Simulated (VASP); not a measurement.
A run of VASP 6.6.1:

File INCAR:

```
SYSTEM = BeS
PREC = Accurate
ENCUT = 600
EDIFF = 1E-6
ISMEAR = 0
SIGMA = 0.1
LREAL = .False.
LASPH = .True.
NELM = 120
ALGO = Normal
ISIF = 2
LWAVE = .False.
LCHARG = .False.
GGA = PE
NBANDS = 11
GGA_COMPAT = .False.
```

Contents of KPOINTS:

```
regular mesh
0
Gamma
  6 6 6
  0 0 0
```

POSCAR

```
BeS
1.0
    0.0000000000      2.4249999500      2.4249999500
    2.4249999500      0.0000000000      2.4249999500
    2.4249999500      2.4249999500      0.0000000000
Be S
1 1
Direct
    0.0000000000      0.0000000000      0.0000000000
    0.7500000000      0.7500000000      0.7500000000
```

Potentials or basis: VASP PAW PBE potentials, release 64 (Be, S).

Run with:

```bash
$ cat potpaw_PBE.64/Be/POTCAR potpaw_PBE.64/S/POTCAR > POTCAR
$ mpirun -np 1 vasp_std > vasp.out
```

Hardware: 1 thread of Intel(R) Xeon(R) Platinum 8259CL CPU @ 2.50GHz (Skylake/Cascade Lake), on a shared host.

Task: How long does it take, and how much memory?

Result: Wall time 8.9 s on 1 thread of Intel(R) Xeon(R) Platinum 8259CL CPU @ 2.50GHz (Skylake/Cascade Lake), with other jobs on the host, peak memory 0.14 GiB. Counts: scf iterations 12, k points 16.
